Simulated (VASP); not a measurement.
Here is a VASP 6.6.1 calculation.

File INCAR:

```
PREC = Accurate
ENCUT = 520
EDIFF = 1E-6
ISMEAR = -1
SIGMA = 0.05
LREAL = False
LASPH = True
NELM = 150
ALGO = Normal
ISIF = 2
LWAVE = False
LCHARG = False
ISPIN = 2
MAGMOM = 0 3 3 3
LORBIT = 11
LMAXMIX = 4
GGA = CA
NBANDS = 30
```

The input KPOINTS:

```
regular mesh
0
Gamma
  8 8 8
```

Contents of POSCAR:

```
GaFe3
1.0
    3.6645360566      0.0000000000      0.0000000000
    0.0000000000      3.6645360566      0.0000000000
    0.0000000000      0.0000000000      3.7750200000
Ga Fe
1 3
Direct
    0.0000000000      0.0000000000      0.0000000000
    0.0000000000      0.5000000000      0.5000000000
    0.5000000000      0.0000000000      0.5000000000
    0.5000000000      0.5000000000      0.0000000000
```

Potentials or basis: VASP PAW LDA potentials, release 64 (Ga_d, Fe).

The run is started by

```sh
$ cat potpaw_LDA.64/Ga_d/POTCAR potpaw_LDA.64/Fe/POTCAR > POTCAR
$ mpirun -np 1 vasp_std > vasp.out
```

**Question.** Predict the pressure.

**Answer.** -19.9 GPa.

**Question.** Predict the site moments.

**Answer.** Ga -0.11; Fe +2.33, +2.29 (each value once) μB.

Stress tensor (GPa, compression positive):
```
-19.43   0.00   0.00
  0.00 -19.43   0.00
  0.00   0.00 -20.78
```

Caveat: the cell stands under tension.
